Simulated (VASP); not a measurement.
# CdTe (a) (F-43m) in VASP: further runs

The runs below take CdTe (a) through single point, relaxation of the atoms, with PBEsol.

All numbers are computed with VASP 6.6.1; they aren't measurements. Logs are shortened: lines on timing, memory, paths and dates and some standing lists are left out, and cuts for length are marked.

## Step 1: The cell of the first run

Symmetry: F-43m, No. 216, cubic system. The conventional cell has a = 6.489 Å, b = 6.489 Å, c = 6.489 Å, α = 90.00°, β = 90.00°, γ = 90.00°. Within 3.7 Å of Cd (site symmetry -43m) lie 4 Te at 2.81 Å. Te (site symmetry -43m) has 4 Cd at 2.81 Å within 3.7 Å.

## Step 2: Single point, PBEsol

INCAR reads:

```
SYSTEM = CdTe
PREC = Accurate ; ENCUT = 520
EDIFF = 1E-7 ; ISMEAR = 0
SIGMA = 0.02 ; LREAL = .False.
LASPH = .True. ; NELM = 100
ALGO = Normal ; ISIF = 2
LWAVE = .False. ; LCHARG = .True.
GGA = PS ; LELF = .True.
LVHAR = .True. ; NBANDS = 26
```

KPOINTS reads:

```
regular mesh
0
Gamma
  6 4 6
  0 0 0
```

POSCAR reads:

```
CdTe
1.0
    4.5885210561      0.0000000000      0.0000000000
    0.0000000000      6.4891487088      0.0000000000
    0.0000000000      0.0000000000      4.5885210561
Cd Te
2 2
Direct
    0.0000000000      0.0000000000      0.0000000000
    0.5000000000      0.5000000000      0.5000000000
    0.0000000000      0.2500000000      0.5000000000
    0.5000000000      0.7500000000      0.0000000000
```

Potentials or basis: VASP PAW PBE potentials, release 64 (Cd, Te).

Started as:

```sh
> cat potpaw_PBE.64/Cd/POTCAR potpaw_PBE.64/Te/POTCAR > POTCAR
> mpirun -np 1 vasp_std > vasp.out
```

OUTCAR:

```text
SYSTEM = CdTe
   PREC = Accurate
   ENCUT = 520
   EDIFF = 1E-7
   ISMEAR = 0
   LREAL = .False.
   LASPH = .True.
   NELM = 100
   ISIF = 2
   GGA = PS

 ion  position               nearest neighbor table
   1  0.000  0.000  0.000-   3 2.81   4 2.81   3 2.81   4 2.81
   2  0.500  0.500  0.500-   3 2.81   4 2.81   4 2.81   3 2.81
   3  0.000  0.250  0.500-   1 2.81   2 2.81   1 2.81   2 2.81
   4  0.500  0.750  0.000-   1 2.81   2 2.81   2 2.81   1 2.81

  LATTYP: Found a simple tetragonal cell.
 ALAT       =     4.5885210561
 C/A-ratio  =     1.4142135624

  Lattice vectors:

 A1 = (  -4.5885210561,   0.0000000000,   0.0000000000)
 A2 = (   0.0000000000,   0.0000000000,   4.5885210561)
 A3 = (   0.0000000000,   6.4891487088,   0.0000000000)

Analysis of symmetry for initial positions (statically):
=====================================================================
 Subroutine PRICEL returns following result:

  LATTYP: Found a face centered cubic cell.
 ALAT       =     6.4891487088

  Lattice vectors:

 A1 = (  -2.2942605281,   3.2445743544,   2.2942605281)
 A2 = (  -0.0000000000,   0.0000000000,   4.5885210561)
 A3 = (   2.2942605281,   3.2445743544,   2.2942605280)

   2 primitive cells build up your supercell.

 Routine SETGRP: Setting up the symmetry group for a
 simple tetragonal supercell.

 Subroutine GETGRP returns: Found  8 space group operations
 (whereof  8 operations were pure point group operations)
 out of a pool of 16 trial point group operations.

The static configuration has the point symmetry D_2d.

Analysis of symmetry for dynamics (positions and initial velocities):
=====================================================================
 Subroutine PRICEL returns following result:

  LATTYP: Found a face centered cubic cell.
 ALAT       =     6.4891487088

  Lattice vectors:

 A1 = (  -2.2942605281,   3.2445743544,   2.2942605281)
 A2 = (  -0.0000000000,   0.0000000000,   4.5885210561)
 A3 = (   2.2942605281,   3.2445743544,   2.2942605280)

   2 primitive cells build up your supercell.

 Routine SETGRP: Setting up the symmetry group for a
 simple tetragonal supercell.

 Subroutine GETGRP returns: Found  8 space group operations
 (whereof  8 operations were pure point group operations)
 out of a pool of 16 trial point group operations.

The dynamic configuration has the point symmetry D_2d.

[... 88 lines left out ...]
 SYSTEM =  CdTe
   PREC   = accura    normal or accurate (medium, high low for compatibility)
   ISTART =      0    job   : 0-new  1-cont  2-samecut
   ICHARG =      2    charge: 1-file 2-atom 10-const
   ISPIN  =      1    spin polarized calculation?
   LNONCOLLINEAR =      F non collinear calculations
   LSORBIT =      F    spin-orbit coupling
   LASPH  =      T    aspherical Exc in radial PAW
   ENCUT  =  520.0 eV  38.22 Ry    6.18 a.u.   8.53 12.07  8.53*2*pi/ulx,y,z
   NELM   =    100;   NELMIN=  2; NELMDL= -5     # of ELM steps
   EDIFF  = 0.1E-06   stopping-criterion for ELM
   LREAL  =      F    real-space projection
   EDIFFG = 0.1E-05   stopping-criterion for IOM
   NSW    =      0    number of steps for IOM
   IBRION =     -1    ionic relax: 0-MD 1-quasi-New 2-CG
   NFREE  =      0    steps in history (QN), initial steepest desc. (CG)
   ISIF   =      2    stress and relaxation
   ISYM   =      2    0-nonsym 1-usesym 2-fastsym
   POTIM  = 0.5000    time-step for ionic-motion
   TEBEG  =    0.0;   TEEND  =   0.0 temperature during run
   PSTRESS=    0.0 pullay stress
   NELECT =      36.0000    total number of electrons
   NUPDOWN=      -1.0000    fix difference up-down
   EMIN   =  10.00;   EMAX   =-10.00  energy-range for DOS
   EFERMI =   0.00;   METHOD = LEGACY
   ISMEAR =     0;   SIGMA  =   0.02  broadening in eV -4-tet -1-fermi 0-gaus
   EFERMI_NEDOS =   21; number of points for ismear=-14 and -15
   IALGO  =     38    algorithm
   IMIX   =      4    mixing-type and parameters
     AMIX     =   0.40;   BMIX     =  1.00
     AMIX_MAG =   1.60;   BMIX_MAG =  1.00
  volume/ion in A,a.u.               =      34.16       230.50
  Fermi-wavevector in a.u.,A,eV,Ry     =   1.049537  1.983338 14.987210  1.101529
  Thomas-Fermi vector in A             =   2.184504
   LORBIT       =      0    0 simple, 1 ext, 2 COOP (PROOUT), +10 PAW based schemes
   GGA     = PS    functional components
   LHFCALC =     F    Hartree Fock is set to
   AEXX    =    0.0000 exact exchange contribution
   IVDW    =     0    specifies the selected vdW correction
   LEPSILON=     F    determine dielectric tensor
   LRPA    =     F    only Hartree local field effects (RPA)
 non-spin polarized calculation
 Gauss-broadening in eV      SIGMA  =   0.02
  energy-cutoff  :      520.00
  volume of cell :      136.63
 maximum number of plane-waves:      3712
 NGX is ok and might be reduce to    36
   NGX = 17   NGY = 25   NGZ = 17

 number of electron      35.9999980 magnetization

 Free energy of the ion-electron system (eV)
  ---------------------------------------------------
  ext. energy  EPLUGINS =         0.00000000
  ---------------------------------------------------
  free energy    TOTEN  =       -10.97551380 eV

  energy without entropy =      -10.97551380  energy(sigma->0) =      -10.97551380

 E-fermi :   2.3052     XC(G=0):  -8.7642

 val. band max:        2.1780924684   @ k =   0.0000   0.0000   0.0000
 cond. band min:       2.8283925174   @ k =   0.0000   0.0000   0.0000
 fundamental gap:      0.6503000490
 Fermi energy:         2.3052188829

 k-point     1 :       0.0000    0.0000    0.0000
  band No.  band energies     occupation
      1      -9.0127      2.00000
      2      -8.4867      2.00000
      3      -6.0659      2.00000
      4      -6.0659      2.00000
      5      -6.0658      2.00000
      6      -5.9106      2.00000
[... 685 lines left out ...]
     25       9.2979      0.00000
     26       9.5754      0.00000

 [... further k-points ...]
[... 5 lines left out ...]
  --------------------------------------------------------------------------------------
  -------------------------------------------------------------------------------------
  Total        0.1456953      0.1169066      0.1456953      0.0000000      0.0000000      0.0000000
  in kB        1.7085318      1.3709337      1.7085318      0.0000000      0.0000000      0.0000000
  external PRESSURE =       1.5959991 kB  Pullay stress =       0.0000000 kB

 VOLUME and BASIS-vectors are now :
 -----------------------------------------------------------------------------
  energy-cutoff  :      520.00
  volume of cell :      136.63
      direct lattice vectors                 reciprocal lattice vectors
     4.588521056  0.000000000  0.000000000     0.217935145  0.000000000  0.000000000
     0.000000000  6.489148709  0.000000000     0.000000000  0.154103419  0.000000000
     0.000000000  0.000000000  4.588521056     0.000000000  0.000000000  0.217935145

 POSITION                                       TOTAL-FORCE (eV/Angst)
 -----------------------------------------------------------------------------------
      0.00000      0.00000      0.00000         0.000000     -0.000000      0.000000
      2.29426      3.24457      2.29426        -0.000000     -0.000000      0.000000
      0.00000      1.62229      2.29426         0.000000      0.000000     -0.000000
      2.29426      4.86686      0.00000         0.000000      0.000000     -0.000000
 -----------------------------------------------------------------------------------
    total drift:                                0.000000     -0.000000      0.000000

  FREE ENERGIE OF THE ION-ELECTRON SYSTEM (eV)
  ---------------------------------------------------
  free  energy   TOTEN  =       -10.9755137980 eV

  energy  without entropy=      -10.9755137980  energy(sigma->0) =      -10.97551380
```

OSZICAR:

```text
N       E                     dE             d eps       ncg     rms          rms(c)
DAV:   1     0.224039162686E+03    0.22404E+03   -0.16211E+04  1568   0.120E+03
DAV:   2    -0.583684827906E+00   -0.22462E+03   -0.21769E+03  1686   0.293E+02
DAV:   3    -0.113516583629E+02   -0.10768E+02   -0.10720E+02  1864   0.647E+01
DAV:   4    -0.114856024295E+02   -0.13394E+00   -0.13388E+00  1994   0.621E+00
DAV:   5    -0.114868920087E+02   -0.12896E-02   -0.12895E-02  1778   0.634E-01    0.761E+00
DAV:   6    -0.110090844324E+02    0.47781E+00   -0.10177E+00  1676   0.102E+01    0.628E+00
DAV:   7    -0.109774822949E+02    0.31602E-01   -0.30794E-01  1680   0.281E+00    0.250E+00
DAV:   8    -0.109755054155E+02    0.19769E-02   -0.26557E-02  1650   0.161E+00    0.753E-01
DAV:   9    -0.109755312003E+02   -0.25785E-04   -0.27673E-03  1736   0.513E-01    0.201E-01
DAV:  10    -0.109754736036E+02    0.57597E-04   -0.42110E-04  1658   0.197E-01    0.778E-02
DAV:  11    -0.109755241504E+02   -0.50547E-04   -0.23926E-04  1700   0.107E-01    0.521E-02
DAV:  12    -0.109755147553E+02    0.93951E-05   -0.26872E-05  1690   0.462E-02    0.363E-02
DAV:  13    -0.109755141235E+02    0.63179E-06   -0.24897E-06  1676   0.654E-03    0.230E-02
DAV:  14    -0.109755137023E+02    0.42125E-06   -0.42232E-06  1636   0.141E-02    0.789E-03
DAV:  15    -0.109755137980E+02   -0.95770E-07   -0.60169E-07  1736   0.363E-03
   1 F= -.10975514E+02 E0= -.10975514E+02  d E =-.600765E-21
```

stdout:

```text
POSCAR found type information on POSCAR CdTe
 POSCAR found :  2 types and       4 ions
 scaLAPACK will be used
 -----------------------------------------------------------------------------
|                                                                             |
|                                                                             |
|     You enforced a specific xc type in the INCAR file but a different       |
|     I HOPE YOU KNOW WHAT YOU ARE DOING!                                     |
|                                                                             |
 -----------------------------------------------------------------------------

 LDA part: xc-table for (Slater+PW92), standard interpolation
 POSCAR, INCAR and KPOINTS ok, starting setup
 FFT: planning ... GRIDC
 FFT: planning ... GRID_SOFT
 FFT: planning ... GRID
 WAVECAR not read
 entering main loop
```

It took 75 s on 1 thread of Intel Xeon Platinum 8259CL at 2.50GHz (Skylake/Cascade Lake), shared host; peak memory 0.28 GiB.

Results:

```yaml
Free_energy: -10.9755 eV
Pressure: 0.2 GPa
Band_gap_on_the_k_mesh: 0.65 eV
```

Levels at points of the mesh, in eV from the valence-band top:
| k point | band 16 | band 17 | band 18 | band 19 | band 20 | band 21 |
| --- | --- | --- | --- | --- | --- | --- |
| (0.00, 0.00, 0.00) | 0.00 | 0.00 | 0.00 | 0.65 | 2.50 | 2.60 |
| (0.50, 0.00, 0.00) | -2.17 | -0.81 | -0.81 | 3.07 | 3.07 | 5.12 |
| (0.00, 0.50, 0.00) | -1.09 | -1.09 | -1.09 | 2.88 | 2.88 | 3.23 |
| (0.50, 0.50, 0.00) | -0.78 | -0.78 | -0.78 | 1.73 | 1.73 | 5.13 |
| (0.50, 0.00, 0.50) | -1.87 | -1.87 | -1.87 | 2.50 | 2.50 | 2.60 |
| (0.50, 0.50, 0.50) | -2.34 | -2.22 | -2.22 | 4.21 | 4.21 | 4.59 |

Caveat: the PAW data sets were made with another functional, which shifts forces and pressure a little; spin-orbit coupling is left out, which moves the levels of the heavy elements.

## Step 3: Relaxation of the atoms, PBEsol

INCAR reads:

```
SYSTEM = CdTe
PREC = Accurate
ENCUT = 520
EDIFF = 1E-7
ISMEAR = 0
SIGMA = 0.02
LREAL = .False.
LASPH = .True.
NELM = 100
ALGO = Normal
ISIF = 2
LWAVE = .False.
LCHARG = .False.
GGA = PS
IBRION = 2
NSW = 80
EDIFFG = -0.005
```

KPOINTS is that of step 2.

POSCAR is that of step 2.

Potentials or basis: VASP PAW PBE potentials, release 64 (Cd, Te).

Started as:

```sh
> cat potpaw_PBE.64/Cd/POTCAR potpaw_PBE.64/Te/POTCAR > POTCAR
> mpirun -np 1 vasp_std > vasp.out
```

OUTCAR:

```text
SYSTEM = CdTe
   PREC = Accurate
   ENCUT = 520
   EDIFF = 1E-7
   ISMEAR = 0
   LREAL = .False.
   LASPH = .True.
   NELM = 100
   ISIF = 2
   GGA = PS
   IBRION = 2
   NSW = 80
   EDIFFG = -0.005

 ion  position               nearest neighbor table
   1  0.000  0.000  0.000-   3 2.81   4 2.81   3 2.81   4 2.81
   2  0.500  0.500  0.500-   3 2.81   4 2.81   4 2.81   3 2.81
   3  0.000  0.250  0.500-   1 2.81   2 2.81   1 2.81   2 2.81
   4  0.500  0.750  0.000-   1 2.81   2 2.81   2 2.81   1 2.81

  LATTYP: Found a simple tetragonal cell.
 ALAT       =     4.5885210561
 C/A-ratio  =     1.4142135624

  Lattice vectors:

 A1 = (  -4.5885210561,   0.0000000000,   0.0000000000)
 A2 = (   0.0000000000,   0.0000000000,   4.5885210561)
 A3 = (   0.0000000000,   6.4891487088,   0.0000000000)

Analysis of symmetry for initial positions (statically):
=====================================================================
 Subroutine PRICEL returns following result:

  LATTYP: Found a face centered cubic cell.
 ALAT       =     6.4891487088

  Lattice vectors:

 A1 = (  -2.2942605281,   3.2445743544,   2.2942605281)
[... 182 lines left out ...]
  free energy    TOTEN  =       -10.97551380 eV

  energy without entropy =      -10.97551380  energy(sigma->0) =      -10.97551380

 E-fermi :   2.2676     XC(G=0):  -8.7642

 val. band max:        2.1781941205   @ k =   0.0000   0.0000   0.0000
 cond. band min:       2.8284183791   @ k =   0.0000   0.0000   0.0000
 fundamental gap:      0.6502242586
 Fermi energy:         2.2676479559

 k-point     1 :       0.0000    0.0000    0.0000
  band No.  band energies     occupation
      1      -9.0125      2.00000
      2      -8.4866      2.00000
      3      -6.0660      2.00000
      4      -6.0660      2.00000
      5      -6.0659      2.00000
      6      -5.9107      2.00000
[... 589 lines left out ...]
     21       5.7666      0.00000
     22       6.9914      0.00000

 [... further k-points ...]
[... 5 lines left out ...]
  --------------------------------------------------------------------------------------
  -------------------------------------------------------------------------------------
  Total        0.1459145      0.1171295      0.1459145      0.0000000      0.0000000      0.0000000
  in kB        1.7111022      1.3735476      1.7111022      0.0000000      0.0000000      0.0000000
  external PRESSURE =       1.5985840 kB  Pullay stress =       0.0000000 kB

 VOLUME and BASIS-vectors are now :
 -----------------------------------------------------------------------------
  energy-cutoff  :      520.00
  volume of cell :      136.63
      direct lattice vectors                 reciprocal lattice vectors
     4.588521056  0.000000000  0.000000000     0.217935145  0.000000000  0.000000000
     0.000000000  6.489148709  0.000000000     0.000000000  0.154103419  0.000000000
     0.000000000  0.000000000  4.588521056     0.000000000  0.000000000  0.217935145

 POSITION                                       TOTAL-FORCE (eV/Angst)
 -----------------------------------------------------------------------------------
      0.00000      0.00000      0.00000         0.000000     -0.000000      0.000000
      2.29426      3.24457      2.29426        -0.000000     -0.000000     -0.000000
      0.00000      1.62229      2.29426         0.000000      0.000000      0.000000
      2.29426      4.86686      0.00000         0.000000      0.000000      0.000000
 -----------------------------------------------------------------------------------
    total drift:                                0.000000     -0.000000      0.000000

  FREE ENERGIE OF THE ION-ELECTRON SYSTEM (eV)
  ---------------------------------------------------
  free  energy   TOTEN  =       -10.9755138002 eV

  energy  without entropy=      -10.9755138002  energy(sigma->0) =      -10.97551380

 reached required accuracy - stopping structural energy minimisation
```

OSZICAR:

```text
N       E                     dE             d eps       ncg     rms          rms(c)
DAV:   1     0.229117354472E+03    0.22912E+03   -0.16471E+04  1320   0.142E+03
DAV:   2    -0.221307827683E-01   -0.22914E+03   -0.22411E+03  1500   0.329E+02
DAV:   3    -0.113458852711E+02   -0.11324E+02   -0.11267E+02  1554   0.752E+01
DAV:   4    -0.114854898235E+02   -0.13960E+00   -0.13957E+00  1668   0.740E+00
DAV:   5    -0.114868889154E+02   -0.13991E-02   -0.13991E-02  1578   0.764E-01    0.761E+00
DAV:   6    -0.110084521756E+02    0.47844E+00   -0.12320E+00  1400   0.120E+01    0.624E+00
DAV:   7    -0.109779939644E+02    0.30458E-01   -0.35586E-01  1380   0.333E+00    0.256E+00
DAV:   8    -0.109755318924E+02    0.24621E-02   -0.28577E-02  1452   0.196E+00    0.769E-01
DAV:   9    -0.109755365505E+02   -0.46581E-05   -0.29664E-03  1428   0.610E-01    0.221E-01
DAV:  10    -0.109754758183E+02    0.60732E-04   -0.48103E-04  1410   0.221E-01    0.809E-02
DAV:  11    -0.109755288091E+02   -0.52991E-04   -0.36074E-04  1390   0.156E-01    0.508E-02
DAV:  12    -0.109755142187E+02    0.14590E-04   -0.57892E-05  1482   0.776E-02    0.342E-02
DAV:  13    -0.109755165923E+02   -0.23737E-05   -0.22541E-06  1606   0.120E-02    0.578E-02
DAV:  14    -0.109755139174E+02    0.26750E-05   -0.21412E-05  1374   0.350E-02    0.132E-02
DAV:  15    -0.109755137687E+02    0.14872E-06   -0.20695E-06  1458   0.115E-02    0.148E-02
DAV:  16    -0.109755138002E+02   -0.31554E-07   -0.58279E-08   834   0.145E-03
   1 F= -.10975514E+02 E0= -.10975514E+02  d E =-.109755E+02
```

CONTCAR:

```text
CdTe
   1.00000000000000
     4.5885210561000003    0.0000000000000000    0.0000000000000000
     0.0000000000000000    6.4891487088000002    0.0000000000000000
     0.0000000000000000    0.0000000000000000    4.5885210561000003
  Cd              Te
     2     2
Direct
     0.0000000000000000    0.0000000000000000    0.0000000000000000
     0.5000000000000000    0.5000000000000000    0.5000000000000000
     0.0000000000000000    0.2500000000000000    0.5000000000000000
     0.5000000000000000    0.7500000000000000    0.0000000000000000

  0.00000000E+00  0.00000000E+00  0.00000000E+00
  0.00000000E+00  0.00000000E+00  0.00000000E+00
  0.00000000E+00  0.00000000E+00  0.00000000E+00
  0.00000000E+00  0.00000000E+00  0.00000000E+00
```

Run time: 64 s. Hardware: 1 thread of Intel Xeon Platinum 8259CL at 2.50GHz (Skylake/Cascade Lake), shared host; peak memory 0.28 GiB.

What came out:

- Free energy: -10.9755 eV
- Pressure after relaxing: 0.2 GPa
- Band gap on the k mesh: 0.65 eV

Final structure:
```
CELL_PARAMETERS angstrom
4.58852 0.00000 0.00000
0.00000 6.48915 0.00000
0.00000 0.00000 4.58852
ATOMIC_POSITIONS crystal
Cd 0.00000 0.00000 0.00000
Cd 0.50000 0.50000 0.50000
Te 0.00000 0.25000 0.50000
Te 0.50000 0.75000 0.00000
```

Caveat: the relaxation stopped at its first step, so nothing moved; the PAW data sets were made with another functional, which shifts forces and pressure a little; spin-orbit coupling is left out, which moves the levels of the heavy elements.

## Step 4: Single point, PBEsol

INCAR reads:

```
  PREC = Accurate
  ENCUT = 520
  EDIFF = 1E-6
  ISMEAR = 0
  SIGMA = 0.02
  LREAL = F
  LASPH = T
  NELM = 100
  ALGO = Normal
  ISIF = 2
  LWAVE = F
  LCHARG = T
  GGA = PS
  LELF = T
  LVHAR = T
  NBANDS = 26
```

KPOINTS reads:

```
Automatic mesh
0
Gamma
  6 4 6
```

POSCAR is that of step 3.

Started as:

```sh
> cat potpaw_PBE.64/Cd/POTCAR potpaw_PBE.64/Te/POTCAR > POTCAR
> mpirun -np 1 vasp_std > vasp.out
```

Run time: 64 s. Hardware: 1 thread of Intel Xeon Platinum 8259CL at 2.50GHz (Skylake/Cascade Lake), shared host; peak memory 0.28 GiB.

Results (log left out):

* Free energy: -10.9755 eV
* Pressure: 0.1 GPa
* Band gap on the k mesh: 0.65 eV

Levels at points of the mesh, in eV from the valence-band top:
| k point | band 15 | band 16 | band 17 | band 18 | band 19 | band 20 | band 21 | band 22 |
| --- | --- | --- | --- | --- | --- | --- | --- | --- |
| (0.00, 0.00, 0.00) | -1.87 | 0.00 | 0.00 | 0.00 | 0.65 | 2.50 | 2.60 | 4.55 |
| (0.50, 0.00, 0.00) | -2.17 | -2.17 | -0.81 | -0.81 | 3.07 | 3.07 | 5.12 | 5.12 |
| (0.00, 0.50, 0.00) | -1.09 | -1.09 | -1.09 | -1.09 | 2.88 | 2.88 | 3.23 | 3.23 |
| (0.50, 0.50, 0.00) | -0.78 | -0.78 | -0.78 | -0.78 | 1.73 | 1.73 | 5.13 | 5.13 |
| (0.50, 0.00, 0.50) | -1.87 | -1.87 | -1.87 | -1.87 | 2.50 | 2.50 | 2.60 | 2.60 |
| (0.50, 0.50, 0.50) | -2.34 | -2.34 | -2.22 | -2.22 | 4.21 | 4.21 | 4.59 | 4.59 |

Caveat: the PAW data sets were made with another functional, which shifts forces and pressure a little; spin-orbit coupling is left out, which moves the levels of the heavy elements. A hybrid or GW would open this gap; PBEsol tends to underestimate it.
